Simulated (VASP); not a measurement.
# Ti (P6/mmm) in VASP: further runs

The runs below take Ti through single point, with LDA.

Everything below comes from runs of VASP 6.6.1. Logs are shortened: lines on timing, memory, paths and dates and some standing lists are left out, and cuts for length are marked.

### 1 The cell of the first run

The structure is hexagonal, space group P6/mmm (No. 191). The conventional cell has a = 4.600 Å, b = 4.600 Å, c = 2.820 Å, α = 90.00°, β = 90.00°, γ = 120.00°. Within 3.7 Å of Ti (site symmetry 6/mmm) lie 14 Ti at 2.82 to 3.01 Å. Ti (site symmetry -6m2) has 11 Ti at 2.66 to 3.01 Å within 3.5 Å.

This isn't the form of Ti at room conditions, which is hcp.

### 2 Single point, LDA

Input file INCAR:

```
ALGO = Normal
EDIFF = 1E-6
ENCUT = 520
GGA = CA
ISIF = 2
ISMEAR = 0
LASPH = T
LCHARG = T
LELF = T
LREAL = F
LVHAR = T
LWAVE = F
NBANDS = 25
NELM = 80
PREC = Accurate
SIGMA = 0.1
```

Input file KPOINTS:

```
k-points
0
Gamma
  7 7 10
```

Input file POSCAR:

```
Ti
1.0
    4.6000000000      0.0000000000      0.0000000000
   -2.3000000000      3.9837170000      0.0000000000
    0.0000000000      0.0000000000      2.8200000000
Ti
3
Direct
    0.0000000000      0.0000000000      0.0000000000
    0.3333333333      0.6666666667      0.5000000000
    0.6666666667      0.3333333333      0.5000000000
```

Potentials or basis: VASP PAW LDA potentials, release 64 (Ti_sv).

Command:

```
$ cat potpaw_LDA.64/Ti_sv/POTCAR > POTCAR
$ mpirun -np 1 vasp_std > vasp.out
```

OUTCAR:

```text
EDIFF = 1E-6
   ENCUT = 520
   GGA = CA
   ISIF = 2
   ISMEAR = 0
   LASPH = T
   LREAL = F
   NELM = 80
   PREC = Accurate

 ion  position               nearest neighbor table
   1  0.000  0.000  0.000-
   2  0.333  0.667  0.500-   3 2.66   3 2.66   3 2.66
   3  0.667  0.333  0.500-   2 2.66   2 2.66   2 2.66

  LATTYP: Found a hexagonal cell.
 ALAT       =     4.6000000000
 C/A-ratio  =     0.6130434783

  Lattice vectors:

 A1 = (   4.6000000000,   0.0000000000,   0.0000000000)
 A2 = (  -2.3000000000,   3.9837170000,   0.0000000000)
 A3 = (   0.0000000000,   0.0000000000,   2.8200000000)

Analysis of symmetry for initial positions (statically):
=====================================================================
 Subroutine PRICEL returns:
 Original cell was already a primitive cell.

 Routine SETGRP: Setting up the symmetry group for a
 hexagonal supercell.

 Subroutine GETGRP returns: Found 24 space group operations
 (whereof 24 operations were pure point group operations)
 out of a pool of 24 trial point group operations.

The static configuration has the point symmetry D_6h.

Analysis of symmetry for dynamics (positions and initial velocities):
=====================================================================
 Subroutine PRICEL returns:
 Original cell was already a primitive cell.

 Routine SETGRP: Setting up the symmetry group for a
 hexagonal supercell.

 Subroutine GETGRP returns: Found 24 space group operations
 (whereof 24 operations were pure point group operations)
 out of a pool of 24 trial point group operations.

The dynamic configuration has the point symmetry D_6h.

 Subroutine INISYM returns: Found 24 space group operations
 (whereof 24 operations are pure point group operations),
 and found     1 'primitive' translations

----------------------------------------------------------------------------------------

                                     Primitive cell

  volume of cell :      51.6768

  direct lattice vectors                    reciprocal lattice vectors
[... 81 lines left out ...]
   ISTART =      0    job   : 0-new  1-cont  2-samecut
   ICHARG =      2    charge: 1-file 2-atom 10-const
   ISPIN  =      1    spin polarized calculation?
   LNONCOLLINEAR =      F non collinear calculations
   LSORBIT =      F    spin-orbit coupling
   LASPH  =      T    aspherical Exc in radial PAW
   ENCUT  =  520.0 eV  38.22 Ry    6.18 a.u.   8.55  8.55  5.24*2*pi/ulx,y,z
   NELM   =     80;   NELMIN=  2; NELMDL= -5     # of ELM steps
   EDIFF  = 0.1E-05   stopping-criterion for ELM
   LREAL  =      F    real-space projection
   EDIFFG = 0.1E-04   stopping-criterion for IOM
   NSW    =      0    number of steps for IOM
   IBRION =     -1    ionic relax: 0-MD 1-quasi-New 2-CG
   NFREE  =      0    steps in history (QN), initial steepest desc. (CG)
   ISIF   =      2    stress and relaxation
   ISYM   =      2    0-nonsym 1-usesym 2-fastsym
   POTIM  = 0.5000    time-step for ionic-motion
   TEBEG  =    0.0;   TEEND  =   0.0 temperature during run
   PSTRESS=    0.0 pullay stress
   NELECT =      36.0000    total number of electrons
   NUPDOWN=      -1.0000    fix difference up-down
   EMIN   =  10.00;   EMAX   =-10.00  energy-range for DOS
   EFERMI =   0.00;   METHOD = LEGACY
   ISMEAR =     0;   SIGMA  =   0.10  broadening in eV -4-tet -1-fermi 0-gaus
   EFERMI_NEDOS =   21; number of points for ismear=-14 and -15
   IALGO  =     38    algorithm
   IMIX   =      4    mixing-type and parameters
     AMIX     =   0.40;   BMIX     =  1.00
     AMIX_MAG =   1.60;   BMIX_MAG =  1.00
  volume/ion in A,a.u.               =      17.23       116.24
  Fermi-wavevector in a.u.,A,eV,Ry     =   1.451255  2.742475 28.655806  2.106142
  Thomas-Fermi vector in A             =   2.568774
   LORBIT       =      0    0 simple, 1 ext, 2 COOP (PROOUT), +10 PAW based schemes
   GGA     = CA    functional components
   LHFCALC =     F    Hartree Fock is set to
   AEXX    =    0.0000 exact exchange contribution
   IVDW    =     0    specifies the selected vdW correction
   LEPSILON=     F    determine dielectric tensor
   LRPA    =     F    only Hartree local field effects (RPA)
 non-spin polarized calculation
 Gauss-broadening in eV      SIGMA  =   0.10
  energy-cutoff  :      520.00
  volume of cell :       51.68
 maximum number of plane-waves:      1420
 NGX is ok and might be reduce to    36
   NGX = 17   NGY = 17   NGZ = 11

 number of electron      35.9999981 magnetization

 Free energy of the ion-electron system (eV)
  ---------------------------------------------------
  ext. energy  EPLUGINS =         0.00000000
  ---------------------------------------------------
  free energy    TOTEN  =       -25.59895782 eV

  energy without entropy =      -25.58459384  energy(sigma->0) =      -25.59177583

 E-fermi :   8.0567     XC(G=0): -11.8236

 val. band max:        8.0076750972   @ k =   0.2857   0.1429   0.1000
 cond. band min:       8.0599568932   @ k =   0.4286   0.1429   0.3000
 fundamental gap:      0.0522817960
 Fermi energy:         8.0566532992

 k-point     1 :       0.0000    0.0000    0.0000
  band No.  band energies     occupation
      1     -48.1317      2.00000
      2     -47.8689      2.00000
      3     -47.7061      2.00000
      4     -24.8344      2.00000
      5     -24.8344      2.00000
      6     -24.7138      2.00000
[... 661 lines left out ...]
     24      10.5243      0.00000
     25      10.5906      0.00000

 [... further k-points ...]

------------------------ aborting loop because EDIFF is reached ----------------------------------------

  FORCE on cell =-STRESS in cart. coord.  units (eV):
  Direction    XX          YY          ZZ          XY          YZ          ZX
  --------------------------------------------------------------------------------------
  -------------------------------------------------------------------------------------
  Total       -3.2028771     -3.2028774     -2.5241523      0.0000000      0.0000000      0.0000000
  in kB      -99.3014165    -99.3014236    -78.2583568      0.0000000      0.0000000      0.0000000
  external PRESSURE =     -92.2870656 kB  Pullay stress =       0.0000000 kB

 VOLUME and BASIS-vectors are now :
 -----------------------------------------------------------------------------
  energy-cutoff  :      520.00
  volume of cell :       51.68
      direct lattice vectors                 reciprocal lattice vectors
     4.600000000  0.000000000  0.000000000     0.217391304  0.125510924  0.000000000
    -2.300000000  3.983717000  0.000000000     0.000000000  0.251021847  0.000000000
     0.000000000  0.000000000  2.820000000     0.000000000  0.000000000  0.354609929

 POSITION                                       TOTAL-FORCE (eV/Angst)
 -----------------------------------------------------------------------------------
      0.00000      0.00000      0.00000        -0.000000      0.000000      0.000000
     -0.00000      2.65581      1.41000        -0.000000     -0.000000     -0.000000
      2.30000      1.32791      1.41000         0.000000      0.000000      0.000000
 -----------------------------------------------------------------------------------
    total drift:                                0.000000      0.000000     -0.000000

  FREE ENERGIE OF THE ION-ELECTRON SYSTEM (eV)
  ---------------------------------------------------
  free  energy   TOTEN  =       -25.5989578210 eV

  energy  without entropy=      -25.5845938405  energy(sigma->0) =      -25.59177583
```

Wall time 91 s (1 thread of Intel Xeon 8259CL, shared host); peak memory 0.18 GiB.

Results:

```yaml
Free_energy: -25.5990 eV
Pressure: -9.2 GPa
Band_gap_on_the_k_mesh: zero (bands 18 and 19 overlap by 0.23 eV)
```

Caveat: the cell stands under tension.

### 3 Single point, LDA

Input file INCAR:

```
SYSTEM = Ti
PREC = Accurate
ENCUT = 520
EDIFF = 1E-6
ISMEAR = 0
SIGMA = 0.1
LREAL = .False.
LASPH = .True.
NELM = 100
ALGO = Normal
ISIF = 2
LWAVE = .False.
LCHARG = .False.
GGA = CA
NBANDS = 25
```

Input file KPOINTS:

```
regular mesh
0
Gamma
  7 7 10
  0 0 0
```

POSCAR is that of step 2.

Potentials or basis: VASP PAW LDA potentials, release 64 (Ti_sv).

Command:

```
$ cat potpaw_LDA.64/Ti_sv/POTCAR > POTCAR
$ mpirun -np 1 vasp_std > vasp.out
```

Run time: 98 s. Hardware: 1 thread of Intel Xeon 8259CL, shared host; peak memory 0.18 GiB.

It converged, with:

| Item | Value |
| --- | --- |
| Free energy | -25.5990 eV |
| Pressure | -9.2 GPa |
| Band gap on the k mesh | zero (bands 18 and 19 overlap by 0.23 eV) |

Stress tensor (GPa, compression positive):
```
-9.93  0.00  0.00
 0.00 -9.93  0.00
 0.00  0.00 -7.83
```

Levels at points of the mesh, in eV from the Fermi level:
```csv
k point,band 16,band 17,band 18,band 19,band 20,band 21
"(0.00, 0.00, 0.00)",-0.70,-0.58,-0.58,-0.09,0.59,1.24
"(0.00, 0.00, 0.50)",-1.60,-1.59,-1.59,1.01,1.01,1.23
```

Caveat: the cell stands under tension.
